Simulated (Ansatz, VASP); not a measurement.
## AlN: VASP beside Ansatz

The input INCAR:

```
ALGO = Normal
EDIFF = 1E-6
ENCUT = 600
GGA = CA
GGA_COMPAT = F
ISIF = 2
ISMEAR = -1
LASPH = T
LCHARG = T
LELF = T
LREAL = F
LVHAR = T
LWAVE = F
NBANDS = 11
NELM = 120
PREC = Accurate
SIGMA = 0.1
```

The input KPOINTS:

```
k-points
0
Gamma
  15 15 15
```

Contents of POSCAR:

```
AlN
1.0
    0.0000000000      2.0054689508      2.0054689508
    2.0054689508      0.0000000000      2.0054689508
    2.0054689508      2.0054689508      0.0000000000
Al N
1 1
Direct
    0.0000000000      0.0000000000      0.0000000000
    0.5000000000      0.5000000000      0.5000000000
```

Input for Ansatz:

```yaml
crystal:
  lattice:
    - [0.0, 2.0054689508, 2.0054689508]
    - [2.0054689508, 0.0, 2.0054689508]
    - [2.0054689508, 2.0054689508, 0.0]
  atoms:
    - { symbol: Al, position: [0.0, 0.0, 0.0] }
    - { symbol: "N", position: [0.5, 0.5, 0.5] }
kpoints:
  mp_grid: { grid: [15, 15, 15] }
  band_path:
    path:
      - [0.0, 0.0, 0.0]
      - [0.5, 0.0, 0.5]
      - [0.625, 0.25, 0.625]
      - [0.375, 0.375, 0.75]
      - [0.0, 0.0, 0.0]
      - [0.5, 0.5, 0.5]
      - [0.5, 0.25, 0.75]
      - [0.5, 0.0, 0.5]
    npoints: 14
scf:
  occupations: { method: fermi_dirac, width: 0.1 }
hamiltonian:
  xc: lda
  pseudopotentials: { kind: all_electron, lapw: { basis_error: 0.001 } }
output:
  forces: true
  stress: true
  eigenvalues: true
  populations: true
  dos: { projected: true, de: 0.2, e_range: [-14, 8] }
```

Alike in both runs: task single point; functional LDA; k mesh 15 × 15 × 15; occupations fermi-dirac, width 0.1 eV; no spin polarisation.

|  | VASP | Ansatz |
| --- | --- | --- |
| version | VASP 6.6.1 | Ansatz 0.2.0 |
| potentials or method | VASP PAW LDA potentials, release 64 (Al, N), cutoff 600 eV | all-electron LAPW, scalar-relativistic |

```tsv
	VASP	Ansatz	Ansatz less VASP
gap on the k mesh at the Fermi level (eV)	4.76	4.76	-0.005
pressure (GPa)	0.5	0.1	-0.47
```

LDA's correlation is that of Perdew and Zunger in VASP and of Perdew and Wang (1992) in Ansatz. Ansatz ran all-electron here, and VASP with PAW potentials.
